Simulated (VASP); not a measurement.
Wanted: the native input for a VASP 6.6.1 run.

```
Task                   : single point
Functional             : RPBE
Potentials or basis    : VASP PAW PBE potentials, release 64 (Rh_pv)
Cutoff                 : 520 eV
k mesh                 : 16 × 16 × 16
Occupations            : fermi-dirac, width 0.1 eV
Spin                   : no spin polarisation
Dipole correction      : no
Further INCAR settings : ALGO = Normal; EDIFF = 1e-06; NBANDS = 14
```

The structure of Rh lies in POSCAR:

```
Rh
1.0
   -1.5463156713      1.5463156713      1.5463156713
    1.5463156713     -1.5463156713      1.5463156713
    1.5463156713      1.5463156713     -1.5463156713
Rh
1
Direct
    0.0000000000      0.0000000000      0.0000000000
```

One way to write it, as run:

INCAR

```
PREC = Accurate ; ENCUT = 520
EDIFF = 1E-6 ; ISMEAR = -1
SIGMA = 0.1 ; LREAL = False
LASPH = True ; NELM = 60
ALGO = Normal ; ISIF = 2
LWAVE = False ; LCHARG = False
GGA = RP ; NBANDS = 14
```

KPOINTS

```
regular mesh
0
Gamma
  16 16 16
```

Potentials or basis: VASP PAW PBE potentials, release 64 (Rh_pv).

Command:

```sh
$ cat potpaw_PBE.64/Rh_pv/POTCAR > POTCAR
$ mpirun -np 1 vasp_std > vasp.out
```

Results of the run:

* Pressure: 0.2 GPa

Caveat: the PAW data sets were made with another functional, which shifts forces and pressure a little.

Wall time 19 s on 1 thread of Intel(R) Xeon(R) Platinum 8488C (Sapphire Rapids), with other jobs on the host, peak memory 0.14 GiB.
